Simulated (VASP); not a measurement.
# AlCu (Pm-3m) in VASP: notebook

Aim: see how the results for AlCu move with the level of theory and the settings. Levels: PBEsol, BLYP+D3(BJ), LDA. Tasks: single point.

Everything below comes from runs of VASP 6.6.1. Logs are shortened: lines on timing, memory, paths and dates and some standing lists are left out, and cuts for length are marked.

### 1 The cell of the first run

Symmetry: Pm-3m, No. 221, cubic system. The conventional cell has a = 2.960 Å, b = 2.960 Å, c = 2.960 Å, α = 90.00°, β = 90.00°, γ = 90.00°. Within 3.4 Å of Al (site symmetry m-3m) lie 8 Cu at 2.56 Å and 6 Al at 2.96 Å. Cu (site symmetry m-3m) has 8 Al at 2.56 Å and 6 Cu at 2.96 Å within 3.4 Å.

### 2 Single point, PBEsol

INCAR reads:

```
ALGO = Normal
EDIFF = 1E-6
ENCUT = 520
GGA = PS
ISIF = 2
ISMEAR = 0
LASPH = T
LCHARG = F
LREAL = F
LWAVE = F
NBANDS = 14
NELM = 60
PREC = Accurate
SIGMA = 0.1
```

KPOINTS reads:

```
k-points
0
Gamma
  7 7 7
```

POSCAR reads:

```
AlCu
1.0
    2.9603262714      0.0000000000      0.0000000000
    0.0000000000      2.9603262714      0.0000000000
    0.0000000000      0.0000000000      2.9603262714
Al Cu
1 1
Direct
    0.0000000000      0.0000000000      0.0000000000
    0.5000000000      0.5000000000      0.5000000000
```

Potentials or basis: VASP PAW PBE potentials, release 64 (Al, Cu).

Launch:

```console
> cat potpaw_PBE.64/Al/POTCAR potpaw_PBE.64/Cu/POTCAR > POTCAR
> mpirun -np 1 vasp_std > vasp.out
```

OUTCAR:

```text
EDIFF = 1E-6
   ENCUT = 520
   GGA = PS
   ISIF = 2
   ISMEAR = 0
   LASPH = T
   LREAL = F
   NELM = 60
   PREC = Accurate

 ion  position               nearest neighbor table
   1  0.000  0.000  0.000-   2 2.56   2 2.56   2 2.56   2 2.56   2 2.56   2 2.56   2 2.56   2 2.56

   2  0.500  0.500  0.500-   1 2.56   1 2.56   1 2.56   1 2.56   1 2.56   1 2.56   1 2.56   1 2.56

  LATTYP: Found a simple cubic cell.
 ALAT       =     2.9603262714

  Lattice vectors:

 A1 = (   2.9603262714,   0.0000000000,   0.0000000000)
 A2 = (   0.0000000000,   2.9603262714,   0.0000000000)
 A3 = (   0.0000000000,   0.0000000000,   2.9603262714)

Analysis of symmetry for initial positions (statically):
=====================================================================
 Subroutine PRICEL returns:
 Original cell was already a primitive cell.

 Routine SETGRP: Setting up the symmetry group for a
 simple cubic supercell.

 Subroutine GETGRP returns: Found 48 space group operations
 (whereof 48 operations were pure point group operations)
 out of a pool of 48 trial point group operations.

The static configuration has the point symmetry O_h .

Analysis of symmetry for dynamics (positions and initial velocities):
=====================================================================
 Subroutine PRICEL returns:
 Original cell was already a primitive cell.

 Routine SETGRP: Setting up the symmetry group for a
 simple cubic supercell.

 Subroutine GETGRP returns: Found 48 space group operations
 (whereof 48 operations were pure point group operations)
 out of a pool of 48 trial point group operations.

The dynamic configuration has the point symmetry O_h .

 Subroutine INISYM returns: Found 48 space group operations
 (whereof 48 operations are pure point group operations),
 and found     1 'primitive' translations

----------------------------------------------------------------------------------------

                                     Primitive cell

  volume of cell :      25.9429

  direct lattice vectors                    reciprocal lattice vectors
     2.960326271  0.000000000  0.000000000     0.337800603  0.000000000  0.000000000
     0.000000000  2.960326271  0.000000000     0.000000000  0.337800603  0.000000000
     0.000000000  0.000000000  2.960326271     0.000000000  0.000000000  0.337800603

  length of vectors
     2.960326271  2.960326271  2.960326271     0.337800603  0.337800603  0.337800603

  position of ions in fractional coordinates (direct lattice)
     0.000000000  0.000000000  0.000000000
     0.500000000  0.500000000  0.500000000

  ion indices of the primitive-cell ions
   primitive index   ion index
                 1           1
                 2           2

----------------------------------------------------------------------------------------

 KPOINTS: k-points

Automatic generation of k-mesh.
 Grid dimensions read from file:
 generate k-points for:    7    7    7

 Generating k-lattice:

  Cartesian coordinates                     Fractional coordinates (reciprocal lattice)
     0.048257229  0.000000000  0.000000000     0.142857143  0.000000000  0.000000000
     0.000000000  0.048257229  0.000000000     0.000000000  0.142857143  0.000000000
     0.000000000  0.000000000  0.048257229     0.000000000  0.000000000  0.142857143

  Length of vectors
     0.048257229  0.048257229  0.048257229

  Shift w.r.t. Gamma in fractional coordinates (k-lattice)
     0.000000000  0.000000000  0.000000000

 Subroutine IBZKPT returns following result:
 ===========================================

 Found     20 irreducible k-points:

 Following reciprocal coordinates:
            Coordinates               Weight
  0.000000  0.000000  0.000000      1.000000
  0.142857  0.000000  0.000000      6.000000
  0.285714  0.000000  0.000000      6.000000
  0.428571  0.000000  0.000000      6.000000
  0.142857  0.142857  0.000000     12.000000
  0.285714  0.142857  0.000000     24.000000
[... 12 lines left out ...]
  0.428571  0.428571  0.285714     24.000000
  0.428571  0.428571  0.428571      8.000000
   k-points           NKPTS =     20   k-points in BZ     NKDIM =     20   number of bands    NBANDS=     14
   number of dos      NEDOS =    301   number of ions     NIONS =      2
   total plane-waves  NPLWV =  13824
   dimension x,y,z NGX =    24 NGY =   24 NGZ =   24
   dimension x,y,z NGXF=    48 NGYF=   48 NGZF=   48
   ions per type =               1   1
   NGX,Y,Z   is equivalent  to a cutoff of  13.48, 13.48, 13.48 a.u.
   NGXF,Y,Z  is equivalent  to a cutoff of  26.96, 26.96, 26.96 a.u.
 SYSTEM =  unknown system
   PREC   = accura    normal or accurate (medium, high low for compatibility)
   ISTART =      0    job   : 0-new  1-cont  2-samecut
   ICHARG =      2    charge: 1-file 2-atom 10-const
   ISPIN  =      1    spin polarized calculation?
   LNONCOLLINEAR =      F non collinear calculations
   LSORBIT =      F    spin-orbit coupling
   LASPH  =      T    aspherical Exc in radial PAW
   ENCUT  =  520.0 eV  38.22 Ry    6.18 a.u.   5.50  5.50  5.50*2*pi/ulx,y,z
   NELM   =     60;   NELMIN=  2; NELMDL= -5     # of ELM steps
   EDIFF  = 0.1E-05   stopping-criterion for ELM
   LREAL  =      F    real-space projection
   EDIFFG = 0.1E-04   stopping-criterion for IOM
   NSW    =      0    number of steps for IOM
   IBRION =     -1    ionic relax: 0-MD 1-quasi-New 2-CG
   NFREE  =      0    steps in history (QN), initial steepest desc. (CG)
   ISIF   =      2    stress and relaxation
   ISYM   =      2    0-nonsym 1-usesym 2-fastsym
   POTIM  = 0.5000    time-step for ionic-motion
   TEBEG  =    0.0;   TEEND  =   0.0 temperature during run
   PSTRESS=    0.0 pullay stress
   NELECT =      14.0000    total number of electrons
   NUPDOWN=      -1.0000    fix difference up-down
   EMIN   =  10.00;   EMAX   =-10.00  energy-range for DOS
   EFERMI =   0.00;   METHOD = LEGACY
   ISMEAR =     0;   SIGMA  =   0.10  broadening in eV -4-tet -1-fermi 0-gaus
   EFERMI_NEDOS =   21; number of points for ismear=-14 and -15
   IALGO  =     38    algorithm
   IMIX   =      4    mixing-type and parameters
     AMIX     =   0.40;   BMIX     =  1.00
     AMIX_MAG =   1.60;   BMIX_MAG =  1.00
  volume/ion in A,a.u.               =      12.97        87.54
  Fermi-wavevector in a.u.,A,eV,Ry     =   1.332840  2.518702 24.170229  1.776462
  Thomas-Fermi vector in A             =   2.461744
   LORBIT       =      0    0 simple, 1 ext, 2 COOP (PROOUT), +10 PAW based schemes
   GGA     = PS    functional components
   LHFCALC =     F    Hartree Fock is set to
   AEXX    =    0.0000 exact exchange contribution
   IVDW    =     0    specifies the selected vdW correction
   LEPSILON=     F    determine dielectric tensor
   LRPA    =     F    only Hartree local field effects (RPA)
 non-spin polarized calculation
 Gauss-broadening in eV      SIGMA  =   0.10
  energy-cutoff  :      520.00
  volume of cell :       25.94
 maximum number of plane-waves:       739
 NGX is ok and might be reduce to    24
   NGX = 11   NGY = 11   NGZ = 11

 number of electron      14.0000017 magnetization

 Free energy of the ion-electron system (eV)
  ---------------------------------------------------
  ext. energy  EPLUGINS =         0.00000000
  ---------------------------------------------------
  free energy    TOTEN  =        -8.74105984 eV

  energy without entropy =       -8.73653416  energy(sigma->0) =       -8.73879700

 E-fermi :   9.5592     XC(G=0): -11.7844

 val. band max:        9.1452482087   @ k =   0.4286   0.4286   0.1429
 cond. band min:       9.6257183001   @ k =   0.4286   0.4286   0.2857
 fundamental gap:      0.4804700914
 Fermi energy:         9.5592184901

 k-point     1 :       0.0000    0.0000    0.0000
  band No.  band energies     occupation
      1      -2.3498      2.00000
      2       4.3666      2.00000
      3       4.3666      2.00000
      4       5.4469      2.00000
      5       5.4469      2.00000
      6       5.4469      2.00000
      7      13.3558      0.00000
      8      13.3558      0.00000
      9      13.3558      0.00000
     10      15.8071      0.00000
     11      15.8071      0.00000
     12      19.9763      0.00000
     13      28.1574      0.00000
     14      28.1574      0.00000

 k-point     2 :       0.1429    0.0000    0.0000
  band No.  band energies     occupation
      1      -1.9966      2.00000
      2       4.3715      2.00000
      3       4.4190      2.00000
      4       5.3523      2.00000
      5       5.3523      2.00000
      6       5.4574      2.00000
      7      10.6454      0.00000
      8      13.7783      0.00000
      9      13.7783      0.00000
     10      15.9232      0.00000
     11      17.7959      0.00000
     12      21.5503      0.00000
     13      25.3509      0.00000
     14      25.3509      0.00000

 k-point     3 :       0.2857    0.0000    0.0000
  band No.  band energies     occupation
      1      -0.9556      2.00000
      2       4.1184      2.00000
      3       4.5388      2.00000
      4       5.1547      2.00000
      5       5.1547      2.00000
      6       5.4812      2.00000
      7       7.6719      2.00000
      8      14.9651      0.00000
      9      14.9651      0.00000
     10      16.2434      0.00000
     11      19.2209      0.00000
     12      22.0334      0.00000
     13      22.0334      0.00000
     14      24.5181      0.00000
[... 256 lines left out ...]
 k-point    19 :       0.4286    0.4286    0.2857
  band No.  band energies     occupation
      1       3.2876      2.00000
      2       4.0706      2.00000
      3       4.1227      2.00000
      4       5.2295      2.00000
      5       5.7195      2.00000
      6       6.6620      2.00000
      7       8.0912      2.00000
      8       9.6257      0.34699
      9      11.2026      0.00000
     10      13.4018      0.00000
     11      15.2860      0.00000
     12      15.8161      0.00000
     13      18.5286      0.00000
     14      29.5166      0.00000

 k-point    20 :       0.4286    0.4286    0.4286
  band No.  band energies     occupation
      1       3.6483      2.00000
      2       3.8967      2.00000
      3       3.8967      2.00000
      4       5.7504      2.00000
      5       5.7504      2.00000
      6       8.0087      2.00000
      7       9.7930      0.00095
      8       9.7930      0.00095
      9      11.2112      0.00000
     10      12.5233      0.00000
     11      12.5233      0.00000
     12      13.5717      0.00000
     13      15.7335      0.00000
     14      33.2667      0.00000

------------------------ aborting loop because EDIFF is reached ----------------------------------------

  FORCE on cell =-STRESS in cart. coord.  units (eV):
  Direction    XX          YY          ZZ          XY          YZ          ZX
  --------------------------------------------------------------------------------------
  -------------------------------------------------------------------------------------
  Total        0.1263039      0.1263039      0.1263039      0.0000000      0.0000000      0.0000000
  in kB        7.8002527      7.8002527      7.8002527      0.0000000      0.0000000      0.0000000
  external PRESSURE =       7.8002527 kB  Pullay stress =       0.0000000 kB

 VOLUME and BASIS-vectors are now :
 -----------------------------------------------------------------------------
  energy-cutoff  :      520.00
  volume of cell :       25.94
      direct lattice vectors                 reciprocal lattice vectors
     2.960326271  0.000000000  0.000000000     0.337800603  0.000000000  0.000000000
     0.000000000  2.960326271  0.000000000     0.000000000  0.337800603  0.000000000
     0.000000000  0.000000000  2.960326271     0.000000000  0.000000000  0.337800603

 POSITION                                       TOTAL-FORCE (eV/Angst)
 -----------------------------------------------------------------------------------
      0.00000      0.00000      0.00000         0.000000      0.000000      0.000000
      1.48016      1.48016      1.48016         0.000000      0.000000      0.000000
 -----------------------------------------------------------------------------------
    total drift:                                0.000000      0.000000     -0.000000

  FREE ENERGIE OF THE ION-ELECTRON SYSTEM (eV)
  ---------------------------------------------------
  free  energy   TOTEN  =        -8.7410598356 eV

  energy  without entropy=       -8.7365341570  energy(sigma->0) =       -8.73879700
```

It took 6.1 s on 1 thread of Intel Xeon Platinum 8259CL at 2.50GHz (Skylake/Cascade Lake), shared host; peak memory 0.13 GiB.

Results:

- Free energy: -8.7411 eV
- Pressure: 0.8 GPa
- Band gap on the k mesh: zero (band 7 reaches 13.36 eV, above the bottom of band 8 at 8.99 eV)

Caveat: the PAW data sets were made with another functional, which shifts forces and pressure a little.

### 3 Single point, BLYP+D3(BJ)

This run uses another cell than the first one, of 12.46 Å³/atom, 0.960 times its volume.

INCAR reads:

```
PREC = Accurate ; ENCUT = 520
EDIFF = 1E-6 ; ISMEAR = 0
SIGMA = 0.1 ; LREAL = False
LASPH = True ; NELM = 60
ALGO = Normal ; ISIF = 2
LWAVE = False ; LCHARG = True
GGA = B5 ; ALDAX = 1.0
AGGAX = 1.0 ; AGGAC = 1.0
ALDAC = 0.0 ; IVDW = 12
VDW_S6 = 1.0 ; VDW_S8 = 2.6996
VDW_A1 = 0.4298 ; VDW_A2 = 4.2359
LELF = True ; LVHAR = True
NBANDS = 14
```

KPOINTS reads:

```
regular mesh
0
Gamma
  7 7 7
```

POSCAR reads:

```
AlCu
1.0
    2.9205179622      0.0000000000      0.0000000000
    0.0000000000      2.9205179622      0.0000000000
    0.0000000000      0.0000000000      2.9205179622
Al Cu
1 1
Direct
    0.0000000000      0.0000000000      0.0000000000
    0.5000000000      0.5000000000      0.5000000000
```

Potentials or basis: VASP PAW PBE potentials, release 64 (Al, Cu).

Launch:

```console
> cat potpaw_PBE.64/Al/POTCAR potpaw_PBE.64/Cu/POTCAR > POTCAR
> mpirun -np 1 vasp_std > vasp.out
```

It took 14 s on 1 thread of Intel Xeon Platinum 8259CL at 2.50GHz (Skylake/Cascade Lake), shared host; peak memory 0.14 GiB.

The run converged. Its results:

| Property | Result |
| --- | --- |
| Free energy | -8.0824 eV |
| Pressure | 0.5 GPa |
| Band gap on the k mesh | zero (band 7 reaches 14.59 eV, above the bottom of band 8 at 10.12 eV) |
| Dispersion energy per atom | -1.136 eV |

Levels at points of the mesh, in eV from the Fermi level:
```csv
k point,band 4,band 5,band 6,band 7,band 8,band 9,band 10,band 11
"(0.00, 0.00, 0.00)",-4.38,-4.38,-4.38,3.86,3.86,3.86,6.45,6.45
```

Caveat: the PAW data sets were made with another functional, which shifts forces and pressure a little; pairwise dispersion overbinds metals, which lowers pressure and volume.

### 4 Single point, LDA

This run uses another cell than the first one, of 12.55 Å³/atom, 0.968 times its volume.

INCAR reads:

```
SYSTEM = AlCu
ALGO     = Normal         ! electronic algorithm
EDIFF    = 1E-6           ! SCF threshold, eV
ENCUT    = 520            ! plane-wave cutoff, eV
GGA      = CA             ! functional
ISIF     = 2              ! what is computed and relaxed
ISMEAR   = 0              ! smearing method
LASPH    = .True.         ! aspherical terms in the spheres
LCHARG   = .True.         ! write CHGCAR
LELF     = .True.         ! ELF
LREAL    = .False.        ! projectors in reciprocal space
LVHAR    = .True.       
LWAVE    = .False.        ! write WAVECAR
NBANDS   = 14             ! bands
NELM     = 80             ! most SCF steps
PREC     = Accurate       ! precision mode
SIGMA    = 0.1            ! smearing width, eV
```

KPOINTS reads:

```
k-points
0
Gamma
  7 7 7
  0 0 0
```

POSCAR reads:

```
AlCu
1.0
    2.9279128193      0.0000000000      0.0000000000
    0.0000000000      2.9279128193      0.0000000000
    0.0000000000      0.0000000000      2.9279128193
Al Cu
1 1
Direct
    0.0000000000      0.0000000000      0.0000000000
    0.5000000000      0.5000000000      0.5000000000
```

Potentials or basis: VASP PAW LDA potentials, release 64 (Al, Cu).

Launch:

```console
> cat potpaw_LDA.64/Al/POTCAR potpaw_LDA.64/Cu/POTCAR > POTCAR
> mpirun -np 1 vasp_std > vasp.out
```

Run time: 5.6 s. Hardware: 1 thread of Intel Xeon Platinum 8259CL at 2.50GHz (Skylake/Cascade Lake), shared host; peak memory 0.13 GiB.

It converged, with:

```yaml
Free_energy: -9.2520 eV
Pressure: 1.0 GPa
Band_gap_on_the_k_mesh: zero (band 7 reaches 13.73 eV, above the bottom of band 8 at 9.30 eV)
```

Levels at points of the mesh, in eV from the Fermi level:
```tsv
k point	band 4	band 5	band 6	band 7	band 8	band 9	band 10	band 11
(0.00, 0.00, 0.00)	-4.30	-4.30	-4.30	3.84	3.84	3.84	6.37	6.37
```

### 5 The runs side by side

| level | potentials or basis | cell | gap on the mesh (eV) | pressure (GPa) |
| --- | --- | --- | --- | --- |
| PBEsol | VASP PAW PBE potentials, release 64 (Al, Cu) | a = 2.960 Å, 2 atoms | none | 0.8 |
| BLYP+D3(BJ) | VASP PAW PBE potentials, release 64 (Al, Cu) | a = 2.921 Å, 2 atoms | none | 0.5 |
| LDA | VASP PAW LDA potentials, release 64 (Al, Cu) | a = 2.928 Å, 2 atoms | none | 1.0 |

Alike in all rows: task single point; no spin polarisation; k mesh 7 × 7 × 7; cutoff (eV) 520; smearing gaussian 0.1 eV.

Caveats: the PAW data sets were made with another functional, which shifts forces and pressure a little (some runs); pairwise dispersion overbinds metals, which lowers pressure and volume (some runs).

Absolute energies hang on the potentials; compare differences alone.
